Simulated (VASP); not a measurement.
# AlN (P6_3mc) in VASP: a series of runs, part 2 of 2

VASP 6.6.1. The steps go on from the part before.

### 3 Single point, LDA (in-plane strain -0.02)

File INCAR:

```
  PREC = Accurate
  ENCUT = 520
  EDIFF = 1E-6
  ISMEAR = 0
  SIGMA = 0.01
  LREAL = F
  LASPH = T
  NELM = 100
  ALGO = Normal
  ISIF = 2
  LWAVE = F
  LCHARG = F
  NBANDS = 16
```

File KPOINTS:

```
regular mesh
0
Gamma
  8 8 4
```

File POSCAR:

```
AlN
1.0
    3.0269946508      0.0000000000      0.0000000000
   -1.5134973254      2.6214542647      0.0000000000
    0.0000000000      0.0000000000      5.0025938609
Al N
2 2
Direct
    0.3333333333      0.6666666667     -0.0009915582
    0.6666666667      0.3333333333      0.4990084418
    0.3333333333      0.6666666667      0.3809915582
    0.6666666667      0.3333333333      0.8809915582
```

Potentials or basis: VASP PAW LDA potentials, release 64 (Al, N).

Run with:

```
$ cat potpaw_LDA.64/Al/POTCAR potpaw_LDA.64/N/POTCAR > POTCAR
$ mpirun -np 1 vasp_std > vasp.out
```

OUTCAR:

```text
PREC = Accurate
   ENCUT = 520
   EDIFF = 1E-6
   ISMEAR = 0
   LREAL = F
   LASPH = T
   NELM = 100
   ISIF = 2

 ion  position               nearest neighbor table
   1  0.333  0.667  0.999-   4 1.84   4 1.84   4 1.84   3 1.91   2 3.05   2 3.05   2 3.05   2 3.05
                             2 3.05   2 3.05
   2  0.667  0.333  0.499-   3 1.84   3 1.84   3 1.84   4 1.91   1 3.05   1 3.05   1 3.05   1 3.05
                             1 3.05   1 3.05
   3  0.333  0.667  0.381-   2 1.84   2 1.84   2 1.84   1 1.91
   4  0.667  0.333  0.881-   1 1.84   1 1.84   1 1.84   2 1.91

  LATTYP: Found a hexagonal cell.
 ALAT       =     3.0269946508
 C/A-ratio  =     1.6526602911

  Lattice vectors:

 A1 = (   3.0269946508,   0.0000000000,   0.0000000000)
 A2 = (  -1.5134973254,   2.6214542647,   0.0000000000)
 A3 = (   0.0000000000,   0.0000000000,   5.0025938609)

Analysis of symmetry for initial positions (statically):
=====================================================================
 Subroutine PRICEL returns:
 Original cell was already a primitive cell.

 Routine SETGRP: Setting up the symmetry group for a
 hexagonal supercell.

 Subroutine GETGRP returns: Found 12 space group operations
 (whereof  6 operations were pure point group operations)
 out of a pool of 24 trial point group operations.

The static configuration has the point symmetry C_3v.
 The point group associated with its full space group is C_6v.

Analysis of symmetry for dynamics (positions and initial velocities):
=====================================================================
 Subroutine PRICEL returns:
 Original cell was already a primitive cell.

 Routine SETGRP: Setting up the symmetry group for a
 hexagonal supercell.

 Subroutine GETGRP returns: Found 12 space group operations
 (whereof  6 operations were pure point group operations)
 out of a pool of 24 trial point group operations.

The dynamic configuration has the point symmetry C_3v.
 The point group associated with its full space group is C_6v.

 Subroutine INISYM returns: Found 12 space group operations
 (whereof  6 operations are pure point group operations),
 and found     1 'primitive' translations

----------------------------------------------------------------------------------------

                                     Primitive cell

  volume of cell :      39.6962

  direct lattice vectors                    reciprocal lattice vectors
     3.026994651  0.000000000  0.000000000     0.330360676  0.190733825  0.000000000
    -1.513497325  2.621454265  0.000000000     0.000000000  0.381467651  0.000000000
     0.000000000  0.000000000  5.002593861     0.000000000  0.000000000  0.199896299

  length of vectors
     3.026994651  3.026994651  5.002593861     0.381467651  0.381467651  0.199896299

  position of ions in fractional coordinates (direct lattice)
     0.333333333  0.666666667  0.999008442
     0.666666667  0.333333333  0.499008442
     0.333333333  0.666666667  0.380991558
     0.666666667  0.333333333  0.880991558

  ion indices of the primitive-cell ions
   primitive index   ion index
                 1           1
                 2           2
                 3           3
                 4           4

----------------------------------------------------------------------------------------

 KPOINTS: regular mesh

Automatic generation of k-mesh.
 Grid dimensions read from file:
 generate k-points for:    8    8    4

 Generating k-lattice:

  Cartesian coordinates                     Fractional coordinates (reciprocal lattice)
     0.041295085  0.023841728  0.000000000     0.125000000  0.000000000  0.000000000
     0.000000000  0.047683456  0.000000000     0.000000000  0.125000000  0.000000000
     0.000000000  0.000000000  0.049974075     0.000000000  0.000000000  0.250000000

  Length of vectors
     0.047683456  0.047683456  0.049974075

  Shift w.r.t. Gamma in fractional coordinates (k-lattice)
     0.000000000  0.000000000  0.000000000

 Subroutine IBZKPT returns following result:
 ===========================================

 Found     30 irreducible k-points:

 Following reciprocal coordinates:
            Coordinates               Weight
  0.000000  0.000000  0.000000      1.000000
  0.125000  0.000000  0.000000      6.000000
  0.250000  0.000000  0.000000      6.000000
  0.375000  0.000000  0.000000      6.000000
  0.500000  0.000000  0.000000      3.000000
  0.125000  0.125000  0.000000      6.000000
[... 16 lines left out ...]
  0.250000  0.000000  0.500000      6.000000
  0.375000  0.000000  0.500000      6.000000
 [... further k-points ...]
   k-points           NKPTS =     30   k-points in BZ     NKDIM =     30   number of bands    NBANDS=     16
   number of dos      NEDOS =    301   number of ions     NIONS =      4
   total plane-waves  NPLWV =  23040
   dimension x,y,z NGX =    24 NGY =   24 NGZ =   40
   dimension x,y,z NGXF=    48 NGYF=   48 NGZF=   80
   ions per type =               2   2
   NGX,Y,Z   is equivalent  to a cutoff of  13.18, 13.18, 13.29 a.u.
   NGXF,Y,Z  is equivalent  to a cutoff of  26.36, 26.36, 26.59 a.u.
 SYSTEM =  unknown system
   PREC   = accura    normal or accurate (medium, high low for compatibility)
   ISTART =      0    job   : 0-new  1-cont  2-samecut
   ICHARG =      2    charge: 1-file 2-atom 10-const
   ISPIN  =      1    spin polarized calculation?
   LNONCOLLINEAR =      F non collinear calculations
   LSORBIT =      F    spin-orbit coupling
   LASPH  =      T    aspherical Exc in radial PAW
   ENCUT  =  520.0 eV  38.22 Ry    6.18 a.u.   5.63  5.63  9.30*2*pi/ulx,y,z
   NELM   =    100;   NELMIN=  2; NELMDL= -5     # of ELM steps
   EDIFF  = 0.1E-05   stopping-criterion for ELM
   LREAL  =      F    real-space projection
   EDIFFG = 0.1E-04   stopping-criterion for IOM
   NSW    =      0    number of steps for IOM
   IBRION =     -1    ionic relax: 0-MD 1-quasi-New 2-CG
   NFREE  =      0    steps in history (QN), initial steepest desc. (CG)
   ISIF   =      2    stress and relaxation
   ISYM   =      2    0-nonsym 1-usesym 2-fastsym
   POTIM  = 0.5000    time-step for ionic-motion
   TEBEG  =    0.0;   TEEND  =   0.0 temperature during run
   PSTRESS=    0.0 pullay stress
   NELECT =      16.0000    total number of electrons
   NUPDOWN=      -1.0000    fix difference up-down
   EMIN   =  10.00;   EMAX   =-10.00  energy-range for DOS
   EFERMI =   0.00;   METHOD = LEGACY
   ISMEAR =     0;   SIGMA  =   0.01  broadening in eV -4-tet -1-fermi 0-gaus
   EFERMI_NEDOS =   21; number of points for ismear=-14 and -15
   IALGO  =     38    algorithm
   IMIX   =      4    mixing-type and parameters
     AMIX     =   0.40;   BMIX     =  1.00
     AMIX_MAG =   1.60;   BMIX_MAG =  1.00
  volume/ion in A,a.u.               =       9.92        66.97
  Fermi-wavevector in a.u.,A,eV,Ry     =   1.209294  2.285234 19.897038  1.462391
  Thomas-Fermi vector in A             =   2.344875
   LORBIT       =      0    0 simple, 1 ext, 2 COOP (PROOUT), +10 PAW based schemes
   GGA     = CA    functional components
   LHFCALC =     F    Hartree Fock is set to
   AEXX    =    0.0000 exact exchange contribution
   IVDW    =     0    specifies the selected vdW correction
   LEPSILON=     F    determine dielectric tensor
   LRPA    =     F    only Hartree local field effects (RPA)
 non-spin polarized calculation
 Gauss-broadening in eV      SIGMA  =   0.01
  energy-cutoff  :      520.00
  volume of cell :       39.70
 maximum number of plane-waves:      1099
 NGX is ok and might be reduce to    24
   NGX = 11   NGY = 11   NGZ = 19

 number of electron      15.9999996 magnetization

 Free energy of the ion-electron system (eV)
  ---------------------------------------------------
  ext. energy  EPLUGINS =         0.00000000
  ---------------------------------------------------
  free energy    TOTEN  =       -32.77196633 eV

  energy without entropy =      -32.77196633  energy(sigma->0) =      -32.77196633

 E-fermi :   6.4087     XC(G=0): -11.4689

 val. band max:        6.2719546062   @ k =   0.0000   0.0000   0.0000
 cond. band min:      11.0262835007   @ k =   0.0000   0.0000   0.0000
 fundamental gap:      4.7543288945
 Fermi energy:         6.4086623216

 k-point     1 :       0.0000    0.0000    0.0000
  band No.  band energies     occupation
      1      -8.9530      2.00000
      2      -6.7163      2.00000
      3       0.0188      2.00000
      4       5.6258      2.00000
      5       5.6258      2.00000
      6       6.2045      2.00000
[... 433 lines left out ...]
      3       1.1307      2.00000
      4       1.1307      2.00000
      5       4.7180      2.00000
      6       4.7180      2.00000
[... 8 lines left out ...]
     15      19.9359      0.00000
     16      19.9359      0.00000

 [... further k-points ...]
[... 5 lines left out ...]
  --------------------------------------------------------------------------------------
  -------------------------------------------------------------------------------------
  Total        3.1474079      3.1474079     -0.5652487      0.0000000      0.0000000     -0.0000000
  in kB      127.0323780    127.0323780    -22.8139760      0.0000000      0.0000000     -0.0000000
  external PRESSURE =      77.0835933 kB  Pullay stress =       0.0000000 kB

 VOLUME and BASIS-vectors are now :
 -----------------------------------------------------------------------------
  energy-cutoff  :      520.00
  volume of cell :       39.70
      direct lattice vectors                 reciprocal lattice vectors
     3.026994651  0.000000000  0.000000000     0.330360676  0.190733825  0.000000000
    -1.513497325  2.621454265  0.000000000     0.000000000  0.381467651  0.000000000
     0.000000000  0.000000000  5.002593861     0.000000000  0.000000000  0.199896299

 POSITION                                       TOTAL-FORCE (eV/Angst)
 -----------------------------------------------------------------------------------
     -0.00000      1.74764      4.99763         0.000000     -0.000000      0.407869
      1.51350      0.87382      2.49634         0.000000      0.000000      0.407869
     -0.00000      1.74764      1.90595         0.000000     -0.000000     -0.407869
      1.51350      0.87382      4.40724        -0.000000      0.000000     -0.407869
 -----------------------------------------------------------------------------------
    total drift:                               -0.000000     -0.000000      0.000223

  FREE ENERGIE OF THE ION-ELECTRON SYSTEM (eV)
  ---------------------------------------------------
  free  energy   TOTEN  =       -32.7719663255 eV

  energy  without entropy=      -32.7719663255  energy(sigma->0) =      -32.77196633
```

OSZICAR:

```text
N       E                     dE             d eps       ncg     rms          rms(c)
DAV:   1     0.373513629328E+02    0.37351E+02   -0.74204E+03   960   0.899E+02
DAV:   2    -0.350548320851E+02   -0.72406E+02   -0.67292E+02  1384   0.181E+02
DAV:   3    -0.380598545109E+02   -0.30050E+01   -0.29982E+01  1184   0.374E+01
DAV:   4    -0.380744122798E+02   -0.14558E-01   -0.14557E-01  1208   0.313E+00
DAV:   5    -0.380745534328E+02   -0.14115E-03   -0.14115E-03  1184   0.299E-01    0.126E+01
DAV:   6    -0.328917864700E+02    0.51828E+01   -0.11602E+01  1048   0.244E+01    0.449E+00
DAV:   7    -0.328336991238E+02    0.58087E-01   -0.58423E-01  1152   0.489E+00    0.290E+00
DAV:   8    -0.327752683475E+02    0.58431E-01   -0.69194E-02  1080   0.218E+00    0.348E-01
DAV:   9    -0.327718754181E+02    0.33929E-02   -0.59090E-03  1192   0.554E-01    0.210E-01
DAV:  10    -0.327720129227E+02   -0.13750E-03   -0.60959E-04  1088   0.159E-01    0.958E-02
DAV:  11    -0.327719663109E+02    0.46612E-04   -0.92911E-05  1152   0.722E-02    0.161E-02
DAV:  12    -0.327719663255E+02   -0.14599E-07   -0.16259E-06  1040   0.962E-03
   1 F= -.32771966E+02 E0= -.32771966E+02  d E =-.150623E-85
```

Run time: 32 s. Hardware: 1 thread of AMD EPYC 7R13, shared host; peak memory 0.11 GiB.

What came out:

| Item | Value |
| --- | --- |
| Free energy | -32.7720 eV |
| Pressure | 7.7 GPa |
| Largest force | 0.408 eV/Å |
| Band gap on the k mesh | 4.75 eV, direct |

Forces in eV/Å, atoms in the order of the input:
```
Al   0.000  0.000  0.408
Al   0.000  0.000  0.408
N    0.000  0.000 -0.408
N    0.000  0.000 -0.408
```

Caveat: the cell differs from its parent crystal (in-plane strain -0.02).

### 4 Single point, LDA (film at in-plane strain -0.02)

File INCAR:

```
SYSTEM = AlN
PREC = Accurate
ENCUT = 520
EDIFF = 1E-6
ISMEAR = 0
SIGMA = 0.01
LREAL = .FALSE.
LASPH = .TRUE.
NELM = 100
ALGO = Normal
ISIF = 2
LWAVE = .FALSE.
LCHARG = .FALSE.
GGA = CA
NBANDS = 16
```

File KPOINTS:

```
regular mesh
0
G
  8 8 4
  0 0 0
```

File POSCAR:

```
AlN
1.0
    3.0269946508      0.0000000000      0.0000000000
   -1.5134973254      2.6214542647      0.0000000000
    0.0000000000      0.0000000000      5.0004440470
Al N
2 2
Direct
    0.3333333333      0.6666666667      0.0019499163
    0.6666666667      0.3333333333      0.5019499163
    0.3333333333      0.6666666667      0.3780500837
    0.6666666667      0.3333333333      0.8780500837
```

Run with:

```
$ cat potpaw_LDA.64/Al/POTCAR potpaw_LDA.64/N/POTCAR > POTCAR
$ mpirun -np 1 vasp_std > vasp.out
```

It took 32 s on 1 thread of AMD EPYC 7R13, shared host; peak memory 0.11 GiB.

Results (log left out):

* Free energy: -32.7846 eV
* Pressure: 7.5 GPa
* Largest force: 0.007 eV/Å
* Band gap on the k mesh: 4.77 eV, direct

Forces on the atoms (eV/Å):
```
Al   0.000  0.000  0.007
Al   0.000  0.000  0.007
N    0.000  0.000 -0.007
N    0.000  0.000 -0.007
```

Stress tensor (GPa, compression positive):
```
10.99  0.00  0.00
 0.00 10.99  0.00
 0.00  0.00  0.63
```

Levels at points of the mesh, in eV from the valence-band top:
```tsv
k point	band 5	band 6	band 7	band 8	band 9	band 10	band 11	band 12
(0.00, 0.00, 0.00)	-0.58	-0.07	0.00	0.00	4.77	7.43	10.80	11.77
(0.50, 0.00, 0.00)	-3.39	-1.88	-1.81	-0.55	5.66	6.11	8.69	10.56
(0.00, 0.00, 0.50)	-0.30	-0.30	-0.30	-0.30	7.10	7.10	10.55	10.55
(0.50, 0.00, 0.50)	-1.41	-1.41	-1.28	-1.28	5.37	5.37	9.52	9.52
```

Caveat: the cell differs from its parent crystal (film at in-plane strain -0.02).

### 5 Single point, LDA (in-plane strain -0.01, then relaxed in part)

File INCAR:

```
  PREC = Accurate
  ENCUT = 520
  EDIFF = 1E-6
  ISMEAR = 0
  SIGMA = 0.01
  LREAL = F
  LASPH = T
  NELM = 60
  ALGO = Normal
  ISIF = 2
  LWAVE = F
  LCHARG = F
  GGA = CA
  NBANDS = 16
```

File KPOINTS:

```
regular mesh
0
Gamma
  8 8 4
```

File POSCAR:

```
AlN
1.0
    3.0578823513      0.0000000000      0.0000000000
   -1.5289411757      2.6482037980      0.0000000000
    0.0000000000      0.0000000000      4.9720812909
Al N
2 2
Direct
    0.3333333333      0.6666666667      0.0004792612
    0.6666666667      0.3333333333      0.5004792612
    0.3333333333      0.6666666667      0.3795207388
    0.6666666667      0.3333333333      0.8795207388
```

Run with:

```
$ cat potpaw_LDA.64/Al/POTCAR potpaw_LDA.64/N/POTCAR > POTCAR
$ mpirun -np 1 vasp_std > vasp.out
```

Wall time 31 s (1 thread of AMD EPYC 7R13, shared host); peak memory 0.11 GiB.

Results (log left out):

- Free energy: -32.8259 eV
- Pressure: 4.0 GPa
- Largest force: 0.003 eV/Å
- Band gap on the k mesh: 4.64 eV, direct

Forces on the atoms (eV/Å):
```
Al   0.000  0.000  0.003
Al   0.000  0.000  0.003
N    0.000  0.000 -0.003
N    0.000  0.000 -0.003
```

Stress tensor (GPa, compression positive):
```
5.61 0.00 0.00
0.00 5.61 0.00
0.00 0.00 0.64
```

Levels at points of the mesh, in eV from the valence-band top:
```
           k point  band 4  band 5  band 6  band 7  band 8  band 9  band 10  band 11  band 12  band 13
(0.00, 0.00, 0.00)   -0.71   -0.71   -0.09   -0.09    0.00    4.64     7.11    10.76    11.46    11.46
(0.50, 0.00, 0.00)   -4.23   -3.38   -1.98   -1.79   -0.60    5.73     5.95     8.51    10.47    11.08
(0.00, 0.00, 0.50)   -3.39   -0.40   -0.40   -0.40   -0.40    6.88     6.88    10.47    10.47    11.79
(0.50, 0.00, 0.50)   -5.69   -1.37   -1.37   -1.37   -1.37    5.35     5.35     9.39     9.39    12.13
```

Caveat: the cell differs from its parent crystal (in-plane strain -0.01, then relaxed in part).

### 6 Overview

```tsv
cell	gap on the mesh (eV)	pressure (GPa)	largest force (eV/Å)
a = 3.027, b = 3.027, c = 5.000 Å, angles 90.0, 90.0, 120.0°, 4 atoms	4.77	7.5	0.01
a = 3.027, b = 3.027, c = 5.003 Å, angles 90.0, 90.0, 120.0°, 4 atoms	4.75	7.7	0.41
a = 3.058, b = 3.058, c = 4.972 Å, angles 90.0, 90.0, 120.0°, 4 atoms	4.64	4.0	-
```

Alike in all rows: task single point; level LDA; potentials or basis VASP PAW LDA potentials, release 64 (Al, N); no spin polarisation; k mesh 8 × 8 × 4; cutoff (eV) 520; smearing gaussian 0.01 eV.

Total energies depend on the potentials used, so only differences within one code and one set of settings carry meaning.
